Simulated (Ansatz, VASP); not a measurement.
**Bi, level by level in two programs**

```
CELL_PARAMETERS angstrom
-1.95465 1.95465 1.95465
1.95465 -1.95465 1.95465
1.95465 1.95465 -1.95465
ATOMIC_POSITIONS crystal
Bi 0.00000 0.00000 0.00000
```

Single points on this cell with VASP 6.6.1 and Ansatz 0.2.0. Each row is one pair of runs. Alike in all rows: spin: off; smearing: fermi-dirac, width 0.05 eV.

```csv
level,k mesh,"VASP's potentials, cutoff","Ansatz's potentials, cutoff","gap on the k mesh at the Fermi level (eV), VASP","gap on the k mesh at the Fermi level (eV), Ansatz","pressure (GPa), VASP","pressure (GPa), Ansatz"
"b88 exchange, pbe correlation",9 × 9 × 9,"VASP PAW PBE potentials, release 64 (Bi_d), 500 eV","Ansatz PAW, 420 eV",none,none,3.2,3.3
r2SCAN+D3(BJ),9 × 9 × 9,"VASP PAW PBE potentials, release 64 (Bi_d), 520 eV","Ansatz PAW, 500 eV",none,none,1.2,1.2
r2SCAN0,5 × 5 × 5,"VASP PAW PBE potentials, release 64 (Bi_d), 520 eV","Ansatz PAW, 500 eV",none,none,-0.2,-0.1
```

Pressure (GPa): the two programs differ by at most 0.15.

A gap of «none» marks a metal or a gap that the smearing closes.

The k mesh is coarse in some rows, so the values compare programs but aren't converged. Spin-orbit coupling is off throughout.
